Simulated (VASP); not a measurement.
# MnO2 (fluorite type) (Fm-3m) in VASP: notebook

MnO2 (fluorite type) is run at these levels: PBE; tasks: single point.

Everything below comes from runs of VASP 6.6.1. Logs are shortened: lines on timing, memory, paths and dates and some standing lists are left out, and cuts for length are marked.

## 1. The cell of the first run

It takes space group Fm-3m (No. 225, cubic). The conventional cell has a = 4.557 Å, b = 4.557 Å, c = 4.557 Å, α = 90.00°, β = 90.00°, γ = 90.00°. Within 2.6 Å of Mn (site symmetry m-3m) lie 8 O at 1.97 Å. O (site symmetry -43m) has 4 Mn at 1.97 Å and 6 O at 2.28 Å within 2.6 Å.

## 2. Single point, PBE

Input file INCAR:

```
ALGO = Normal
EDIFF = 1E-7
ENCUT = 520
GGA = PE
ISIF = 2
ISMEAR = -1
LASPH = True
LCHARG = False
LREAL = False
LWAVE = False
NBANDS = 20
NELM = 80
PREC = Accurate
SIGMA = 0.06122561905347299
```

Input file KPOINTS:

```
k-points
0
Gamma
  14 14 14
```

Input file POSCAR:

```
MnO2
1.0
    0.0000000000      2.2786777431      2.2786777431
    2.2786777431      0.0000000000      2.2786777431
    2.2786777431      2.2786777431      0.0000000000
Mn O
1 2
Direct
    0.0000000000      0.0000000000      0.0000000000
    0.2500000000      0.2500000000      0.2500000000
    0.7500000000      0.7500000000      0.7500000000
```

Potentials or basis: VASP PAW PBE potentials, release 64 (Mn_pv, O).

The run is started by

```sh
$ cat potpaw_PBE.64/Mn_pv/POTCAR potpaw_PBE.64/O/POTCAR > POTCAR
$ mpirun -np 1 vasp_std > vasp.out
```

OUTCAR:

```text
EDIFF = 1E-7
   ENCUT = 520
   GGA = PE
   ISIF = 2
   ISMEAR = -1
   LASPH = True
   LREAL = False
   NELM = 80
   PREC = Accurate

 ion  position               nearest neighbor table
   1  0.000  0.000  0.000-   2 1.97   3 1.97   3 1.97   3 1.97   3 1.97   2 1.97   2 1.97   2 1.97

   2  0.250  0.250  0.250-   1 1.97   1 1.97   1 1.97   1 1.97
   3  0.750  0.750  0.750-   1 1.97   1 1.97   1 1.97   1 1.97

  LATTYP: Found a face centered cubic cell.
 ALAT       =     4.5573554862

  Lattice vectors:

 A1 = (   0.0000000000,   2.2786777431,   2.2786777431)
 A2 = (   2.2786777431,   0.0000000000,   2.2786777431)
 A3 = (   2.2786777431,   2.2786777431,   0.0000000000)

Analysis of symmetry for initial positions (statically):
=====================================================================
 Subroutine PRICEL returns:
 Original cell was already a primitive cell.

 Routine SETGRP: Setting up the symmetry group for a
 face centered cubic supercell.

 Subroutine GETGRP returns: Found 48 space group operations
 (whereof 48 operations were pure point group operations)
 out of a pool of 48 trial point group operations.

The static configuration has the point symmetry O_h .

Analysis of symmetry for dynamics (positions and initial velocities):
=====================================================================
 Subroutine PRICEL returns:
 Original cell was already a primitive cell.

 Routine SETGRP: Setting up the symmetry group for a
 face centered cubic supercell.

 Subroutine GETGRP returns: Found 48 space group operations
 (whereof 48 operations were pure point group operations)
 out of a pool of 48 trial point group operations.

The dynamic configuration has the point symmetry O_h .

 Subroutine INISYM returns: Found 48 space group operations
 (whereof 48 operations are pure point group operations),
 and found     1 'primitive' translations

----------------------------------------------------------------------------------------

                                     Primitive cell

  volume of cell :      23.6635

  direct lattice vectors                    reciprocal lattice vectors
     0.000000000  2.278677743  2.278677743    -0.219425499  0.219425499  0.219425499
     2.278677743  0.000000000  2.278677743     0.219425499 -0.219425499  0.219425499
     2.278677743  2.278677743  0.000000000     0.219425499  0.219425499 -0.219425499

  length of vectors
     3.222536969  3.222536969  3.222536969     0.380056112  0.380056112  0.380056112

  position of ions in fractional coordinates (direct lattice)
     0.000000000  0.000000000  0.000000000
     0.250000000  0.250000000  0.250000000
     0.750000000  0.750000000  0.750000000

  ion indices of the primitive-cell ions
   primitive index   ion index
                 1           1
                 2           2
                 3           3

----------------------------------------------------------------------------------------

 KPOINTS: k-points

Automatic generation of k-mesh.
 Grid dimensions read from file:
 generate k-points for:   14   14   14

 Generating k-lattice:

  Cartesian coordinates                     Fractional coordinates (reciprocal lattice)
    -0.015673250  0.015673250  0.015673250     0.071428571  0.000000000  0.000000000
     0.015673250 -0.015673250  0.015673250     0.000000000  0.071428571  0.000000000
     0.015673250  0.015673250 -0.015673250     0.000000000  0.000000000  0.071428571

  Length of vectors
     0.027146865  0.027146865  0.027146865

  Shift w.r.t. Gamma in fractional coordinates (k-lattice)
     0.000000000  0.000000000  0.000000000

 Subroutine IBZKPT returns following result:
 ===========================================

 Found    104 irreducible k-points:

 Following reciprocal coordinates:
            Coordinates               Weight
  0.000000  0.000000  0.000000      1.000000
  0.071429  0.000000  0.000000      8.000000
  0.142857  0.000000  0.000000      8.000000
  0.214286  0.000000  0.000000      8.000000
  0.285714  0.000000  0.000000      8.000000
  0.357143  0.000000  0.000000      8.000000
[... 16 lines left out ...]
  0.214286  0.142857  0.000000     24.000000
  0.285714  0.142857  0.000000     24.000000
 [... further k-points ...]
   k-points           NKPTS =    104   k-points in BZ     NKDIM =    104   number of bands    NBANDS=     20
   number of dos      NEDOS =    301   number of ions     NIONS =      3
   total plane-waves  NPLWV =  13824
   dimension x,y,z NGX =    24 NGY =   24 NGZ =   24
   dimension x,y,z NGXF=    48 NGYF=   48 NGZF=   48
   ions per type =               1   2
   NGX,Y,Z   is equivalent  to a cutoff of  12.38, 12.38, 12.38 a.u.
   NGXF,Y,Z  is equivalent  to a cutoff of  24.76, 24.76, 24.76 a.u.
 SYSTEM =  unknown system
   PREC   = accura    normal or accurate (medium, high low for compatibility)
   ISTART =      0    job   : 0-new  1-cont  2-samecut
   ICHARG =      2    charge: 1-file 2-atom 10-const
   ISPIN  =      1    spin polarized calculation?
   LNONCOLLINEAR =      F non collinear calculations
   LSORBIT =      F    spin-orbit coupling
   LASPH  =      T    aspherical Exc in radial PAW
   ENCUT  =  520.0 eV  38.22 Ry    6.18 a.u.   5.99  5.99  5.99*2*pi/ulx,y,z
   NELM   =     80;   NELMIN=  2; NELMDL= -5     # of ELM steps
   EDIFF  = 0.1E-06   stopping-criterion for ELM
   LREAL  =      F    real-space projection
   EDIFFG = 0.1E-05   stopping-criterion for IOM
   NSW    =      0    number of steps for IOM
   IBRION =     -1    ionic relax: 0-MD 1-quasi-New 2-CG
   NFREE  =      0    steps in history (QN), initial steepest desc. (CG)
   ISIF   =      2    stress and relaxation
   ISYM   =      2    0-nonsym 1-usesym 2-fastsym
   POTIM  = 0.5000    time-step for ionic-motion
   TEBEG  =    0.0;   TEEND  =   0.0 temperature during run
   PSTRESS=    0.0 pullay stress
   NELECT =      25.0000    total number of electrons
   NUPDOWN=      -1.0000    fix difference up-down
   EMIN   =  10.00;   EMAX   =-10.00  energy-range for DOS
   EFERMI =   0.00;   METHOD = LEGACY
   ISMEAR =    -1;   SIGMA  =   0.06  broadening in eV -4-tet -1-fermi 0-gaus
   EFERMI_NEDOS =   21; number of points for ismear=-14 and -15
   IALGO  =     38    algorithm
   IMIX   =      4    mixing-type and parameters
     AMIX     =   0.40;   BMIX     =  1.00
     AMIX_MAG =   1.60;   BMIX_MAG =  1.00
  volume/ion in A,a.u.               =       7.89        53.23
  Fermi-wavevector in a.u.,A,eV,Ry     =   1.667357  3.150848 37.825275  2.780079
  Thomas-Fermi vector in A             =   2.753393
   LORBIT       =      0    0 simple, 1 ext, 2 COOP (PROOUT), +10 PAW based schemes
   GGA     = PE    functional components
   LHFCALC =     F    Hartree Fock is set to
   AEXX    =    0.0000 exact exchange contribution
   IVDW    =     0    specifies the selected vdW correction
   LEPSILON=     F    determine dielectric tensor
   LRPA    =     F    only Hartree local field effects (RPA)
 non-spin polarized calculation
  energy-cutoff  :      520.00
  volume of cell :       23.66
 maximum number of plane-waves:       648
   NGX = 11   NGY = 11   NGZ = 11

 number of electron      25.0000024 magnetization

 Free energy of the ion-electron system (eV)
  ---------------------------------------------------
  ext. energy  EPLUGINS =         0.00000000
  ---------------------------------------------------
  free energy    TOTEN  =       -22.08453983 eV

  energy without entropy =      -22.02779926  energy(sigma->0) =      -22.05616955

 E-fermi :   7.7088     XC(G=0): -13.1355

 val. band max:        7.7080604046   @ k =   0.2143   0.1429   0.0714
 cond. band min:       7.7118016869   @ k =  -0.2857   0.3571   0.0714
 fundamental gap:      0.0037412823
 Fermi energy:         7.7088158381

 k-point     1 :       0.0000    0.0000    0.0000
  band No.  band energies     occupation
      1     -40.8792      2.00000
      2     -40.8792      2.00000
      3     -40.8792      2.00000
      4     -13.7707      2.00000
      5      -8.5403      2.00000
      6       0.5546      2.00000
[... 12 lines left out ...]
     19      21.5459      0.00000
     20      21.5459      0.00000

 k-point     2 :       0.0714    0.0000    0.0000
  band No.  band energies     occupation
      1     -40.8828      2.00000
      2     -40.8797      2.00000
      3     -40.8797      2.00000
      4     -13.7044      2.00000
      5      -8.6418      2.00000
      6       0.6028      2.00000
[... 12 lines left out ...]
     19      21.7270      0.00000
     20      21.7270      0.00000

 k-point     3 :       0.1429    0.0000    0.0000
  band No.  band energies     occupation
      1     -40.8928      2.00000
      2     -40.8812      2.00000
      3     -40.8812      2.00000
      4     -13.5087      2.00000
      5      -8.9204      2.00000
      6       0.7417      2.00000
[... 12 lines left out ...]
     19      22.2548      0.00000
     20      22.2548      0.00000

 k-point     4 :       0.2143    0.0000    0.0000
  band No.  band energies     occupation
      1     -40.9073      2.00000
      2     -40.8832      2.00000
      3     -40.8832      2.00000
      4     -13.1994      2.00000
      5      -9.3172      2.00000
      6       0.9537      2.00000
[... 12 lines left out ...]
     19      23.0861      0.00000
     20      23.0861      0.00000

 k-point     5 :       0.2857    0.0000    0.0000
  band No.  band energies     occupation
      1     -40.9232      2.00000
      2     -40.8855      2.00000
      3     -40.8855      2.00000
      4     -12.8010      2.00000
      5      -9.7752      2.00000
      6       1.2072      2.00000
[... 12 lines left out ...]
     19      24.1553      0.00000
     20      24.1553      0.00000
[... 353 lines left out ...]
      6       0.6032      2.00000
[... 12 lines left out ...]
     19      21.9434      0.00000
     20      22.1701      0.00000

 k-point    22 :       0.1429    0.1429    0.0000
  band No.  band energies     occupation
      1     -40.8931      2.00000
      2     -40.8839      2.00000
      3     -40.8839      2.00000
      4     -13.4232      2.00000
      5      -9.0163      2.00000
      6       0.6709      2.00000
[... 12 lines left out ...]
     19      22.7640      0.00000
     20      22.7640      0.00000

 k-point    23 :       0.2143    0.1429    0.0000
  band No.  band energies     occupation
      1     -40.9026      2.00000
      2     -40.8863      2.00000
      3     -40.8859      2.00000
      4     -13.1979      2.00000
      5      -9.2814      2.00000
      6       0.7724      2.00000
[... 12 lines left out ...]
     19      23.3664      0.00000
     20      23.4502      0.00000

 k-point    24 :       0.2857    0.1429    0.0000
  band No.  band energies     occupation
      1     -40.9155      2.00000
      2     -40.8888      2.00000
      3     -40.8885      2.00000
      4     -12.8727      2.00000
      5      -9.6356      2.00000
      6       0.9453      2.00000
[... 12 lines left out ...]
     19      24.0514      0.00000
     20      24.3481      0.00000

 [... further k-points ...]

------------------------ aborting loop because EDIFF is reached ----------------------------------------

  FORCE on cell =-STRESS in cart. coord.  units (eV):
  Direction    XX          YY          ZZ          XY          YZ          ZX
  --------------------------------------------------------------------------------------
  -------------------------------------------------------------------------------------
  Total        2.0008303      2.0008303      2.0008303     -0.0000000      0.0000000     -0.0000000
  in kB      135.4696822    135.4696822    135.4696822     -0.0000000      0.0000000     -0.0000000
  external PRESSURE =     135.4696822 kB  Pullay stress =       0.0000000 kB

 VOLUME and BASIS-vectors are now :
 -----------------------------------------------------------------------------
  energy-cutoff  :      520.00
  volume of cell :       23.66
      direct lattice vectors                 reciprocal lattice vectors
     0.000000000  2.278677743  2.278677743    -0.219425499  0.219425499  0.219425499
     2.278677743  0.000000000  2.278677743     0.219425499 -0.219425499  0.219425499
     2.278677743  2.278677743  0.000000000     0.219425499  0.219425499 -0.219425499

 POSITION                                       TOTAL-FORCE (eV/Angst)
 -----------------------------------------------------------------------------------
      0.00000      0.00000      0.00000         0.000000     -0.000000     -0.000000
      1.13934      1.13934      1.13934        -0.000000     -0.000000     -0.000000
      3.41802      3.41802      3.41802         0.000000      0.000000      0.000000
 -----------------------------------------------------------------------------------
    total drift:                               -0.000000      0.000000      0.000000

  FREE ENERGIE OF THE ION-ELECTRON SYSTEM (eV)
  ---------------------------------------------------
  free  energy   TOTEN  =       -22.0845398303 eV

  energy  without entropy=      -22.0277992647  energy(sigma->0) =      -22.05616955
```

Wall time 26 s (1 thread of Intel Xeon Platinum 8559C (Emerald Rapids), shared host); peak memory 0.17 GiB.

What came out:

```yaml
Free_energy: -22.0845 eV
Pressure: 13.5 GPa
```

Levels at points of the mesh, in eV from the Fermi level:
```csv
k point,band 10,band 11,band 12,band 13,band 14,band 15,band 16,band 17
"(0.00, 0.00, 0.00)",-1.40,-1.40,-0.87,-0.87,3.20,3.20,3.20,8.50
"(0.50, 0.00, 0.00)",-3.54,-3.54,-0.61,-0.61,0.76,2.97,2.97,11.26
"(0.50, 0.50, 0.00)",-3.12,-0.36,-0.23,-0.17,0.80,2.55,2.55,11.30
```

Caveat: an odd number of electrons without spin polarisation forces a metal; a magnetic or distorted state may lie lower; the run has no spin polarisation, though such a crystal can be magnetic; semilocal functionals often make such compounds metallic where correlation or magnetic order opens a gap, which also shifts bond lengths. With open d or f shells a metallic result of PBE can be an artefact of self-interaction; +U or a hybrid may open a gap.

## 3. Single point, PBE

This run uses another cell than the first one, of 8.05 Å³/atom, 1.021 times its volume.

Input file INCAR:

```
ALGO     = Normal         # electronic algorithm
EDIFF    = 1E-6           # SCF threshold, eV
ENCUT    = 520            # plane-wave cutoff, eV
GGA      = PE             # functional
ISIF     = 2              # what is computed and relaxed
ISMEAR   = -1             # smearing method
LASPH    = True           # aspherical terms in the spheres
LCHARG   = False          # write CHGCAR
LREAL    = False          # projectors in reciprocal space
LWAVE    = False          # write WAVECAR
NBANDS   = 20             # bands
NELM     = 80             # most SCF steps
PREC     = Accurate       # precision mode
SIGMA    = 0.06122561905347299 # smearing width, eV
```

KPOINTS is that of step 2.

Input file POSCAR:

```
MnO2
1.0
    0.0000000000      2.2943932587      2.2943932587
    2.2943932587      0.0000000000      2.2943932587
    2.2943932587      2.2943932587      0.0000000000
Mn O
1 2
Direct
    0.0000000000      0.0000000000      0.0000000000
    0.2500000000      0.2500000000      0.2500000000
    0.7500000000      0.7500000000      0.7500000000
```

Potentials or basis: VASP PAW PBE potentials, release 64 (Mn_pv, O).

The run is started by

```sh
$ cat potpaw_PBE.64/Mn_pv/POTCAR potpaw_PBE.64/O/POTCAR > POTCAR
$ mpirun -np 1 vasp_std > vasp.out
```

Wall time 27 s (1 thread of Intel Xeon Platinum 8559C (Emerald Rapids), shared host); peak memory 0.16 GiB.

It converged, with:

```
Free energy : -22.1168 eV
Pressure    : 6.9 GPa
```

Levels at points of the mesh, in eV from the Fermi level:
```csv
k point,band 9,band 10,band 11,band 12,band 13,band 14,band 15,band 16,band 17,band 18
"(0.00, 0.00, 0.00)",-1.36,-1.36,-1.36,-0.84,-0.84,3.11,3.11,3.11,8.31,13.74
"(0.50, 0.00, 0.00)",-4.10,-3.46,-3.46,-0.59,-0.59,0.71,2.88,2.88,11.19,14.26
"(0.50, 0.50, 0.00)",-3.04,-3.04,-0.35,-0.22,-0.16,0.75,2.48,2.48,11.24,14.71
```

Caveat: an odd number of electrons without spin polarisation forces a metal; a magnetic or distorted state may lie lower; the run has no spin polarisation, though such a crystal can be magnetic; semilocal functionals often make such compounds metallic where correlation or magnetic order opens a gap, which also shifts bond lengths. Spin polarisation is off, so any magnetic state and its effect on volume and gap are missing.
